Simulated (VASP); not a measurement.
Write the native input for VASP 6.6.1 that does the following.

```
Task                   : single point
Functional             : PBE
Potentials or basis    : VASP PAW PBE potentials, release 64 (Al, Cu)
Cutoff                 : 520 eV
k mesh                 : 10 × 10 × 14
Occupations            : gaussian, width 0.1 eV
Spin                   : no spin polarisation
Dipole correction      : no
Further INCAR settings : ALGO = Normal; EDIFF = 1e-06; NBANDS = 16
```

The structure of Al2Cu lies in POSCAR:

```
Al2Cu
1.0
    4.1051820000      0.0000000000      0.0000000000
    0.0000000000      4.1051820000      0.0000000000
    0.0000000000      0.0000000000      2.8913130000
Al Cu
2 1
Direct
    0.5000000000      0.0000000000      0.5000000000
    0.0000000000      0.5000000000      0.5000000000
    0.0000000000      0.0000000000      0.0000000000
```

The input as run:

INCAR

```
ALGO = Normal
EDIFF = 1E-6
ENCUT = 520
GGA = PE
ISIF = 2
ISMEAR = 0
LASPH = T
LCHARG = F
LREAL = F
LWAVE = F
NBANDS = 16
NELM = 60
PREC = Accurate
SIGMA = 0.1
```

KPOINTS

```
k-points
0
Gamma
  10 10 14
```

Potentials or basis: VASP PAW PBE potentials, release 64 (Al, Cu).

Command:

```console
$ cat potpaw_PBE.64/Al/POTCAR potpaw_PBE.64/Cu/POTCAR > POTCAR
$ mpirun -np 1 vasp_std > vasp.out
```

Results of the run:

| Quantity | Value |
| --- | --- |
| Pressure | 0.6 GPa |

Wall time 2.7 min on 1 thread of AMD EPYC 7R43 64-Core Processor (Zen 3), on a shared host, peak memory 0.22 GiB.
